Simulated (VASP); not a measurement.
Crystal: Pt.

```
Pt
1.0
     0.00000    1.96090    1.96090
     1.96090    0.00000    1.96090
     1.96090    1.96090    0.00000
Pt
1
Direct
  0.00000 0.00000 0.00000
```

Base run:

```yaml
Program: VASP 6.6.1
Functional: RPBE
Potentials_or_basis: VASP PAW PBE potentials, release 64 (Pt)
Cutoff: 520 eV
k_mesh: 10 × 10 × 10
Occupations: gaussian, width 0.02 eV
Spin: no spin polarisation
```

Its results: band gap on the k mesh zero (band 5 reaches 11.84 eV, above the bottom of band 6 at 9.63 eV); pressure 13.8 GPa.

Q: The run is repeated on the same cell with these changes: functional from RPBE to PBEsol; further incar settings from ALGO = Normal; EDIFF = 1e-06; NBANDS = 11 to ALGO = Normal; EDIFF = 1e-07; NBANDS = 11. What comes out?

A: Band gap on the k mesh zero (band 5 reaches 11.60 eV, above the bottom of band 6 at 9.39 eV); pressure -1.2 GPa.

Caveats: the PAW data sets were made with another functional, which shifts forces and pressure a little; spin-orbit coupling is left out, which moves the levels of the heavy elements.
